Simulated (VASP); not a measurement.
# MnO (Fm-3m) in VASP: settings compared, part 2 of 2

VASP 6.6.1. Earlier steps stand in the parts before.

## (3) Single point, r2SCAN, collinear spin, ferromagnetic start

This run uses another cell than the first one, of 10.34 Å³/atom, 0.887 times its volume.

POSCAR reads:

```
MnO
1.0
    0.0000000000      2.1785090927      2.1785090927
    2.1785090927      0.0000000000      2.1785090927
    2.1785090927      2.1785090927      0.0000000000
Mn O
1 1
Direct
    0.0000000000      0.0000000000      0.0000000000
    0.5000000000      0.5000000000      0.5000000000
```

INCAR.step1 reads:

```
PREC     = Accurate       # precision mode
ENCUT    = 520            # plane-wave cutoff, eV
ISMEAR   = -1             # smearing method
SIGMA    = 0.05           # smearing width, eV
LREAL    = False          # projectors in reciprocal space
LASPH    = True           # aspherical terms in the spheres
NELM     = 150            # most SCF steps
ISPIN    = 2              # spin polarisation
MAGMOM   = 4 0            # initial moments
LMAXMIX  = 4              # l up to which the mixer works
NBANDS   = 20             # bands
GGA      = PE             # functional
ALGO     = Normal         # electronic algorithm
EDIFF    = 1E-4           # SCF threshold, eV
LWAVE    = True           # write WAVECAR
LCHARG   = False          # write CHGCAR
```

INCAR.step2 reads:

```
PREC     = Accurate       # precision mode
ENCUT    = 520            # plane-wave cutoff, eV
EDIFF    = 1E-6           # SCF threshold, eV
ISMEAR   = -1             # smearing method
SIGMA    = 0.05           # smearing width, eV
LREAL    = False          # projectors in reciprocal space
LASPH    = True           # aspherical terms in the spheres
NELM     = 150            # most SCF steps
ALGO     = Normal         # electronic algorithm
ISIF     = 2              # what is computed and relaxed
LWAVE    = False          # write WAVECAR
LCHARG   = True           # write CHGCAR
ISPIN    = 2              # spin polarisation
MAGMOM   = 4 0            # initial moments
LORBIT   = 11             # projections on sites
LMAXMIX  = 4              # l up to which the mixer works
METAGGA  = R2SCAN         # meta-GGA
LMIXTAU  = True         
LELF     = True           # ELF
LVHAR    = True         
NBANDS   = 20             # bands
ISTART   = 1
```

KPOINTS reads:

```
Automatic mesh
0
Gamma
  10 10 10
```

Potentials or basis: VASP PAW PBE potentials, release 64 (Mn_pv, O).

Started as:

```console
cat potpaw_PBE.64/Mn_pv/POTCAR potpaw_PBE.64/O/POTCAR > POTCAR
cp INCAR.step1 INCAR
mpirun -np 1 vasp_std > vasp.out
cp INCAR.step2 INCAR
mpirun -np 1 vasp_std > vasp.out
```

OUTCAR:

```text
PREC = Accurate
   ENCUT = 520
   EDIFF = 1E-6
   ISMEAR = -1
   LREAL = False
   LASPH = True
   NELM = 150
   ISIF = 2
   ISPIN = 2
   LORBIT = 11
   METAGGA = R2SCAN
   ISTART = 1

 ion  position               nearest neighbor table
   1  0.000  0.000  0.000-   2 2.18   2 2.18   2 2.18   2 2.18   2 2.18   2 2.18
   2  0.500  0.500  0.500-   1 2.18   1 2.18   1 2.18   1 2.18   1 2.18   1 2.18

  LATTYP: Found a face centered cubic cell.
 ALAT       =     4.3570181854

  Lattice vectors:

 A1 = (   0.0000000000,   2.1785090927,   2.1785090927)
 A2 = (   2.1785090927,   0.0000000000,   2.1785090927)
 A3 = (   2.1785090927,   2.1785090927,   0.0000000000)

Analysis of symmetry for initial positions (statically):
=====================================================================
 Subroutine PRICEL returns:
 Original cell was already a primitive cell.

 Routine SETGRP: Setting up the symmetry group for a
 face centered cubic supercell.

[... 749 lines left out ...]
      4     -13.1271      1.00000
      5       4.5838      1.00000
      6       4.5838      1.00000
[... 541 lines left out ...]
     19      36.1680      0.00000
     20      37.8273      0.00000

 [... further k-points ...]

------------------------ aborting loop because EDIFF is reached ----------------------------------------

  FORCE on cell =-STRESS in cart. coord.  units (eV):
  Direction    XX          YY          ZZ          XY          YZ          ZX
  --------------------------------------------------------------------------------------
  -------------------------------------------------------------------------------------
  Total        1.5168742      1.5168742      1.5168742      0.0000000      0.0000000     -0.0000000
  in kB      117.5308898    117.5308898    117.5308898      0.0000000      0.0000000     -0.0000000
  external PRESSURE =     117.5308898 kB  Pullay stress =       0.0000000 kB

 VOLUME and BASIS-vectors are now :
 -----------------------------------------------------------------------------
  energy-cutoff  :      520.00
  volume of cell :       20.68
      direct lattice vectors                 reciprocal lattice vectors
     0.000000000  2.178509093  2.178509093    -0.229514764  0.229514764  0.229514764
     2.178509093  0.000000000  2.178509093     0.229514764 -0.229514764  0.229514764
     2.178509093  2.178509093  0.000000000     0.229514764  0.229514764 -0.229514764

 POSITION                                       TOTAL-FORCE (eV/Angst)
 -----------------------------------------------------------------------------------
      0.00000      0.00000      0.00000        -0.000000     -0.000000     -0.000000
      2.17851      2.17851      2.17851         0.000000      0.000000      0.000000
 -----------------------------------------------------------------------------------
    total drift:                                0.000000     -0.000000     -0.000000

  FREE ENERGIE OF THE ION-ELECTRON SYSTEM (eV)
  ---------------------------------------------------
  free  energy   TOTEN  =       -24.4377667842 eV

  energy  without entropy=      -24.4349599852  energy(sigma->0) =      -24.43636338

 total charge

# of ion       s       p       d       tot
------------------------------------------
    1        0.220   6.193   4.996  11.409
    2        1.561   3.499   0.000   5.060
--------------------------------------------------
tot          1.781   9.692   4.996  16.469

 magnetization (x)

# of ion       s       p       d       tot
------------------------------------------
    1        0.027   0.023   4.456   4.507
    2        0.034   0.212   0.000   0.246
--------------------------------------------------
tot          0.061   0.235   4.456   4.753
```

Run time: 76 s. Hardware: 1 thread of Intel Xeon 6975P-C (Granite Rapids), shared host; peak memory 0.16 GiB.

What came out:

```
Free energy                                           : -24.4378 eV
Pressure                                              : 11.8 GPa
Band gap on the k mesh                                : zero (filled and empty bands overlap)
Net moment                                            : 4.97 μB per cell
Site moments                                          : Mn +4.51; O +0.25 μB
Valence electrons inside the program's atomic spheres : Mn 11.41; O 5.06
```

Caveat: the PAW data sets were made with another functional, which shifts forces and pressure a little; a cell with one magnetic atom can't hold antiferromagnetic order, which such compounds often take; semilocal functionals often make such compounds metallic where correlation or magnetic order opens a gap, which also shifts bond lengths. With open d or f shells a metallic result of r2SCAN can be an artefact of self-interaction; +U or a hybrid may open a gap.
